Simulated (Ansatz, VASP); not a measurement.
# One calculation of As2H, two programs

Contents of INCAR:

```
SYSTEM = As2H
PREC = Accurate ; ENCUT = 520
EDIFF = 1E-6 ; ISMEAR = 0
SIGMA = 0.05 ; LREAL = .FALSE.
LASPH = .TRUE. ; NELM = 150
ALGO = Normal ; ISIF = 2
LWAVE = .FALSE. ; LCHARG = .FALSE.
ISPIN = 2 ; MAGMOM = 0 0 1
LORBIT = 11 ; LDIPOL = .TRUE.
IDIPOL = 3 ; DIPOL = 0.5 0.5 0.298
GGA = PE ; IVDW = 12
NBANDS = 16
```

Contents of KPOINTS:

```
regular mesh
0
G
  9 9 1
  0 0 0
```

Contents of POSCAR:

```
As2H
1.0
    3.5713387681      0.0000000000      0.0000000000
   -1.7856693841      3.0928700987      0.0000000000
    0.0000000000      0.0000000000     18.3976402524
As H
2 1
Direct
    0.3333333333      0.6666666667      0.2933876398
    0.6666666667      0.3333333333      0.2174191877
    0.3333333333      0.6666666667      0.3830730548
```

Input for Ansatz:

```yaml
crystal:
  lattice:
    - [3.5713387681, 0.0, 0.0]
    - [-1.7856693841, 3.0928700987, 0.0]
    - [0.0, 0.0, 18.3976402524]
  atoms:
    - { symbol: As, position: [0.3333333333, 0.6666666667, 0.2933876398] }
    - { symbol: As, position: [0.6666666667, 0.3333333333, 0.2174191877] }
    - { symbol: H, position: [0.3333333333, 0.6666666667, 0.3830730548], spin: 1.0 }
basis:
  ecutwfc: 420
kpoints:
  mp_grid: { grid: [9, 9, 1] }
hamiltonian:
  xc: pbe
  dispersion: d3bj
scf:
  occupations: { method: gaussian, width: 0.05 }
output:
  forces: true
  eigenvalues: true
  populations: true
magnetization:
  spin_polarized: true
efield:
  axis: 3
  dipole_correction: true
  ramp_width: 0.04
```

Alike in both runs: task single point; functional PBE; dispersion D3(BJ); k mesh 9 × 9 × 1; occupations gaussian, width 0.05 eV; collinear spin.

```csv
,VASP,Ansatz
version,VASP 6.6.1,Ansatz 0.2.0
potentials or method,"VASP PAW PBE potentials, release 64 (As, H), cutoff 520 eV","scalar-relativistic, plane waves, PAW"
valence electrons in the cell,11,31
```

VASP gave:

| Quantity | Value |
| --- | --- |
| gap on the k mesh at the Fermi level (eV) | none |
| rms of the force components (eV/Å) | 0.338 |
| net moment per atom (μB) | 0.00 |

Q: What did Ansatz give for the same quantities?

A: gap on the k mesh at the Fermi level (eV): none; rms of the force components (eV/Å): 0.327; net moment per atom (μB): 0.00.

Atom by atom the forces differ by 0.024 eV/Å (rms over components). A gap of «none» marks a metal or a gap that the smearing closes. VASP's potentials hold 11 valence electrons a cell and Ansatz's 31, so a difference there can come from the potentials and not from the codes. Ansatz's warnings: seeded moment not kept.
